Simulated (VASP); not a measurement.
# SrTe (Fm-3m) in VASP: a series of runs, part 2 of 2

VASP 6.6.1.

**3. Electric field gradients, PBE (volume scaled by 1.06)**

INCAR

```
PREC     = Accurate       # precision mode
ENCUT    = 400            # plane-wave cutoff, eV
EDIFF    = 1E-8           # SCF threshold, eV
ISMEAR   = -1             # smearing method
SIGMA    = 0.01           # smearing width, eV
LREAL    = F              # projectors in reciprocal space
LASPH    = T              # aspherical terms in the spheres
NELM     = 120            # most SCF steps
ALGO     = Normal         # electronic algorithm
ISIF     = 2              # what is computed and relaxed
LWAVE    = F              # write WAVECAR
LCHARG   = F              # write CHGCAR
GGA      = PE             # functional
LEFG     = T            
NBANDS   = 15             # bands
GGA_COMPAT= F
```

KPOINTS

```
Automatic mesh
0
Gamma
  7 7 7
```

POSCAR

```
SrTe
1.0
    0.0000000000      3.4216527124      3.4216527124
    3.4216527124      0.0000000000      3.4216527124
    3.4216527124      3.4216527124      0.0000000000
Sr Te
1 1
Direct
    0.0000000000      0.0000000000      0.0000000000
    0.5000000000      0.5000000000      0.5000000000
```

Potentials or basis: VASP PAW PBE potentials, release 64 (Sr_sv, Te).

Command:

```bash
> cat potpaw_PBE.64/Sr_sv/POTCAR potpaw_PBE.64/Te/POTCAR > POTCAR
> mpirun -np 1 vasp_std > vasp.out
```

OUTCAR:

```text
PREC = Accurate
   ENCUT = 400
   EDIFF = 1E-8
   ISMEAR = -1
   LREAL = F
   LASPH = T
   NELM = 120
   ISIF = 2
   GGA = PE

 ion  position               nearest neighbor table
   1  0.000  0.000  0.000-   2 3.42   2 3.42   2 3.42   2 3.42   2 3.42   2 3.42
   2  0.500  0.500  0.500-   1 3.42   1 3.42   1 3.42   1 3.42   1 3.42   1 3.42

  LATTYP: Found a face centered cubic cell.
 ALAT       =     6.8433054248

  Lattice vectors:

 A1 = (   0.0000000000,   3.4216527124,   3.4216527124)
 A2 = (   3.4216527124,   0.0000000000,   3.4216527124)
 A3 = (   3.4216527124,   3.4216527124,   0.0000000000)

Analysis of symmetry for initial positions (statically):
=====================================================================
 Subroutine PRICEL returns:
 Original cell was already a primitive cell.

 Routine SETGRP: Setting up the symmetry group for a
 face centered cubic supercell.

 Subroutine GETGRP returns: Found 48 space group operations
 (whereof 48 operations were pure point group operations)
 out of a pool of 48 trial point group operations.

The static configuration has the point symmetry O_h .

Analysis of symmetry for dynamics (positions and initial velocities):
=====================================================================
 Subroutine PRICEL returns:
 Original cell was already a primitive cell.

 Routine SETGRP: Setting up the symmetry group for a
 face centered cubic supercell.

 Subroutine GETGRP returns: Found 48 space group operations
 (whereof 48 operations were pure point group operations)
 out of a pool of 48 trial point group operations.

The dynamic configuration has the point symmetry O_h .

 Subroutine INISYM returns: Found 48 space group operations
 (whereof 48 operations are pure point group operations),
 and found     1 'primitive' translations

----------------------------------------------------------------------------------------

                                     Primitive cell

  volume of cell :      80.1194

  direct lattice vectors                    reciprocal lattice vectors
     0.000000000  3.421652712  3.421652712    -0.146128214  0.146128214  0.146128214
     3.421652712  0.000000000  3.421652712     0.146128214 -0.146128214  0.146128214
     3.421652712  3.421652712  0.000000000     0.146128214  0.146128214 -0.146128214

  length of vectors
     4.838947672  4.838947672  4.838947672     0.253101491  0.253101491  0.253101491

  position of ions in fractional coordinates (direct lattice)
     0.000000000  0.000000000  0.000000000
     0.500000000  0.500000000  0.500000000

  ion indices of the primitive-cell ions
   primitive index   ion index
                 1           1
                 2           2

----------------------------------------------------------------------------------------

 KPOINTS: Automatic mesh

Automatic generation of k-mesh.
 Grid dimensions read from file:
 generate k-points for:    7    7    7

 Generating k-lattice:

[... 72 lines left out ...]
   EFERMI_NEDOS =   21; number of points for ismear=-14 and -15
   IALGO  =     38    algorithm
   IMIX   =      4    mixing-type and parameters
     AMIX     =   0.40;   BMIX     =  1.00
     AMIX_MAG =   1.60;   BMIX_MAG =  1.00
  volume/ion in A,a.u.               =      40.06       270.34
  Fermi-wavevector in a.u.,A,eV,Ry     =   0.956905  1.808289 12.458413  0.915667
  Thomas-Fermi vector in A             =   2.085875
   LORBIT       =      0    0 simple, 1 ext, 2 COOP (PROOUT), +10 PAW based schemes
   GGA     = PE    functional components
   LHFCALC =     F    Hartree Fock is set to
   AEXX    =    0.0000 exact exchange contribution
   IVDW    =     0    specifies the selected vdW correction
   LEPSILON=     F    determine dielectric tensor
   LRPA    =     F    only Hartree local field effects (RPA)
 non-spin polarized calculation
  energy-cutoff  :      400.00
  volume of cell :       80.12
 maximum number of plane-waves:      1468
   NGX = 15   NGY = 15   NGZ = 15

 number of electron      15.9999999 magnetization

 Free energy of the ion-electron system (eV)
  ---------------------------------------------------
  ext. energy  EPLUGINS =         0.00000000
  ---------------------------------------------------
  free energy    TOTEN  =        -8.24672632 eV

  energy without entropy =       -8.24672632  energy(sigma->0) =       -8.24672632

 E-fermi :   2.6218     XC(G=0):  -8.1948

 val. band max:        2.2961716169   @ k =   0.0000   0.0000   0.0000
 cond. band min:       4.2322777525   @ k =   0.4286   0.4286   0.0000
 fundamental gap:      1.9361061357
 Fermi energy:         2.6217611539

 k-point     1 :       0.0000    0.0000    0.0000
  band No.  band energies     occupation
      1     -32.6039      2.00000
      2     -14.5714      2.00000
      3     -14.5714      2.00000
      4     -14.5714      2.00000
      5      -7.4460      2.00000
      6       2.2962      2.00000
      7       2.2962      2.00000
      8       2.2962      2.00000
      9       4.8043      0.00000
     10       5.6270      0.00000
     11       5.6270      0.00000
     12       5.6270      0.00000
     13       6.1915      0.00000
     14       6.1915      0.00000
[... 329 lines left out ...]
      2     -14.6166      2.00000
      3     -14.6151      2.00000
      4     -14.5925      2.00000
      5      -6.9914      2.00000
      6       0.6532      2.00000
      7       0.7879      2.00000
      8       1.2181      2.00000
      9       5.7728      0.00000
     10       6.6691      0.00000
     11       6.8036      0.00000
     12       7.7712      0.00000
     13       8.0922      0.00000
     14       9.0157      0.00000
     15      10.2513      0.00000

------------------------ aborting loop because EDIFF is reached ----------------------------------------

  FORCE on cell =-STRESS in cart. coord.  units (eV):
  Direction    XX          YY          ZZ          XY          YZ          ZX
  --------------------------------------------------------------------------------------
  -------------------------------------------------------------------------------------
  Total       -0.7693084     -0.7693084     -0.7693084      0.0000000     -0.0000000      0.0000000
  in kB      -15.3841423    -15.3841423    -15.3841423      0.0000000     -0.0000000      0.0000000
  external PRESSURE =     -15.3841423 kB  Pullay stress =       0.0000000 kB

 VOLUME and BASIS-vectors are now :
 -----------------------------------------------------------------------------
  energy-cutoff  :      400.00
  volume of cell :       80.12
      direct lattice vectors                 reciprocal lattice vectors
     0.000000000  3.421652712  3.421652712    -0.146128214  0.146128214  0.146128214
     3.421652712  0.000000000  3.421652712     0.146128214 -0.146128214  0.146128214
     3.421652712  3.421652712  0.000000000     0.146128214  0.146128214 -0.146128214

 POSITION                                       TOTAL-FORCE (eV/Angst)
 -----------------------------------------------------------------------------------
      0.00000      0.00000      0.00000         0.000000     -0.000000      0.000000
      3.42165      3.42165      3.42165        -0.000000      0.000000     -0.000000
 -----------------------------------------------------------------------------------
    total drift:                                0.000000     -0.000000     -0.000000

  FREE ENERGIE OF THE ION-ELECTRON SYSTEM (eV)
  ---------------------------------------------------
  free  energy   TOTEN  =        -8.2467263206 eV

  energy  without entropy=       -8.2467263206  energy(sigma->0) =       -8.24672632

 Electric field gradients (V/A^2)
---------------------------------------------------------------------
 ion       V_xx      V_yy      V_zz      V_xy      V_xz      V_yz
---------------------------------------------------------------------
   1      -0.000     0.000    -0.000    -0.000    -0.000    -0.000
   2       0.000    -0.000    -0.000     0.000     0.000     0.000
---------------------------------------------------------------------

 Electric field gradients after diagonalization (V/A^2)
 (convention: |V_zz| > |V_xx| > |V_yy|)
----------------------------------------------------------------------
 ion       V_xx      V_yy      V_zz     asymmetry (V_yy - V_xx)/ V_zz
----------------------------------------------------------------------
   1       0.000     0.000    -0.000       0.000
   2      -0.000    -0.000     0.001       0.000
----------------------------------------------------------------------

           NMR quadrupolar parameters

 Cq : quadrupolar parameter    Cq=e*Q*V_zz/h
 eta: asymmetry parameters     (V_yy - V_xx)/ V_zz
 Q  : nuclear electric quadrupole moment in mb (millibarn)
----------------------------------------------------------------------
 ion       Cq(MHz)       eta       Q (mb)
----------------------------------------------------------------------
   1      -0.000       0.000       1.000
   2       0.000       0.000       1.000
----------------------------------------------------------------------
```

Wall time 26 s (1 thread of Intel Xeon 8259CL, shared host); peak memory 0.18 GiB.

What came out:

| Quantity | Value |
| --- | --- |
| Free energy | -8.2467 eV |
| Pressure | -1.5 GPa |
| Band gap on the k mesh | 1.94 eV, indirect (least direct gap 2.51 eV) |

Caveat: the cell differs from its parent crystal (volume scaled by 1.06); without QUAD_EFG the Cq values of the log hold for a quadrupole moment of 1 mb, not for the nuclei; spin-orbit coupling is left out, which moves the levels of the heavy elements. A k mesh can miss the band edges.

**4. Density of states, PBE**

This run uses another cell than the first one, of 37.79 Å³/atom, 0.971 times its volume.

POSCAR

```
SrTe
1.0
    0.0000000000      3.3558353104      3.3558353104
    3.3558353104      0.0000000000      3.3558353104
    3.3558353104      3.3558353104      0.0000000000
Sr Te
1 1
Direct
    0.0000000000      0.0000000000      0.0000000000
    0.5000000000      0.5000000000      0.5000000000
```

INCAR.step1

```
ALGO     = Normal         # electronic algorithm
EDIFF    = 1E-6           # SCF threshold, eV
ENCUT    = 400            # plane-wave cutoff, eV
GGA      = PE             # functional
GGA_COMPAT= F            
ISIF     = 2              # what is computed and relaxed
ISMEAR   = -1             # smearing method
LASPH    = T              # aspherical terms in the spheres
LCHARG   = T              # write CHGCAR
LORBIT   = 11             # projections on sites
LREAL    = F              # projectors in reciprocal space
LWAVE    = F              # write WAVECAR
NBANDS   = 15             # bands
NEDOS    = 2001           # points of the DOS
NELM     = 120            # most SCF steps
PREC     = Accurate       # precision mode
SIGMA    = 0.01           # smearing width, eV
```

KPOINTS.step1

```
k-points
0
Gamma
  7 7 7
```

INCAR.step2

```
ALGO     = Normal         # electronic algorithm
EDIFF    = 1E-6           # SCF threshold, eV
ENCUT    = 400            # plane-wave cutoff, eV
GGA      = PE             # functional
GGA_COMPAT= F            
ICHARG   = 11             # starting density
ISIF     = 2              # what is computed and relaxed
ISMEAR   = -5             # smearing method
LASPH    = T              # aspherical terms in the spheres
LCHARG   = F              # write CHGCAR
LORBIT   = 11             # projections on sites
LREAL    = F              # projectors in reciprocal space
LWAVE    = F              # write WAVECAR
NEDOS    = 2001           # points of the DOS
NELM     = 120            # most SCF steps
PREC     = Accurate       # precision mode
SIGMA    = 0.01           # smearing width, eV
```

KPOINTS.step2

```
k-points
0
Gamma
  11 11 11
```

Command:

```bash
> cat potpaw_PBE.64/Sr_sv/POTCAR potpaw_PBE.64/Te/POTCAR > POTCAR
> cp INCAR.step1 INCAR
> cp KPOINTS.step1 KPOINTS
> mpirun -np 1 vasp_std > vasp.out
> cp INCAR.step2 INCAR
> cp KPOINTS.step2 KPOINTS
> mpirun -np 1 vasp_std > vasp.out
```

Wall time 38 s (1 thread of Intel Xeon 8259CL, shared host); peak memory 0.19 GiB.

It converged, with:

* Valence electrons inside the program's atomic spheres: Sr 7.95; Te 3.48

Levels at points of the mesh, in eV from the valence-band top:
```csv
k point,band 6,band 7,band 8,band 9,band 10,band 11
"(0.00, 0.00, 0.00)",0.00,0.00,0.00,2.75,3.29,3.29
```

Caveat: spin-orbit coupling is left out, which moves the levels of the heavy elements.

**5. Overview**

```tsv
task	cell	k mesh for the DOS	occupations for the DOS	gap on the mesh (eV)	pressure (GPa)
electric field gradients	a = 4.793 Å, angles 60.0°, 2 atoms	-	-	1.87	-0.8
electric field gradients	a = 4.839 Å, angles 60.0°, 2 atoms	-	-	1.94	-1.5
density of states	a = 4.746 Å, angles 60.0°, 2 atoms	11 × 11 × 11	tetrahedron	-	-
```

Alike in all rows: level PBE; potentials or basis VASP PAW PBE potentials, release 64 (Sr_sv, Te); no spin polarisation; k mesh 7 × 7 × 7; cutoff (eV) 400; smearing fermi-dirac 0.01 eV.

Caveats: spin-orbit coupling is left out, which moves the levels of the heavy elements.

Absolute energies hang on the potentials; compare differences alone.
